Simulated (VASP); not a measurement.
Here is a VASP 6.6.1 calculation.

Contents of INCAR:

```
SYSTEM = ZrSnSe3
PREC = Accurate
ENCUT = 600
EDIFF = 1E-7
ISMEAR = 0
SIGMA = 0.1
LREAL = .FALSE.
LASPH = .TRUE.
NELM = 80
ALGO = Normal
ISIF = 3
LWAVE = .FALSE.
LCHARG = .FALSE.
GGA = PE
IBRION = 2
NSW = 90
EDIFFG = -0.04
```

File KPOINTS:

```
regular mesh
0
G
  4 4 4
  0 0 0
```

Contents of POSCAR:

```
ZrSnSe3
1.0
    4.9234700900      0.0000000000      0.0000000000
    0.0000000000      4.9234700900      0.0000000000
    0.0000000000      0.0000000000      4.9162457900
Zr Sn Se
1 1 3
Direct
    0.5000000000      0.5000000000      0.4850699900
    0.0000000000      0.0000000000      0.9967579800
    0.5000000000      0.0000000000      0.4853650000
    0.5000000000      0.5000000000      0.9850419800
    0.0000000000      0.5000000000      0.4853650000
```

Potentials or basis: VASP PAW PBE potentials, release 64 (Zr_sv, Sn_d, Se).

Run with:

```sh
$ cat potpaw_PBE.64/Zr_sv/POTCAR potpaw_PBE.64/Sn_d/POTCAR potpaw_PBE.64/Se/POTCAR > POTCAR
$ mpirun -np 1 vasp_std > vasp.out
```

Predict the band gap on the k mesh.

0.91 eV (least direct gap 1.36 eV).

Predict the relaxed cell.

a = 5.081 Å, b = 5.081 Å, c = 6.054 Å, α = 90.00°, β = 90.00°, γ = 90.00°.

Estimate the relaxed volume.

31.25 Å³/atom.

Predict the space group after relaxing (to 0.1 Å).

P4mm (No. 99).

Final structure:
```xyz
5
Lattice="5.0808 0.0000 0.0000 0.0000 5.0808 0.0000 0.0000 0.0000 6.0536" Properties=species:S:1:pos:R:3 pbc="T T T"
Zr    2.5404    2.5404    3.3027
Sn    0.0000    0.0000    0.9138
Se    2.5404    5.0808    2.4107
Se    2.5404    2.5404    5.7183
Se    0.0000    2.5404    2.4107
```

Caveat: the volume moved by over 15 % at a fixed basis, so the end points are rough; spin-orbit coupling is left out, which moves the levels of the heavy elements. A k mesh can miss the band edges.
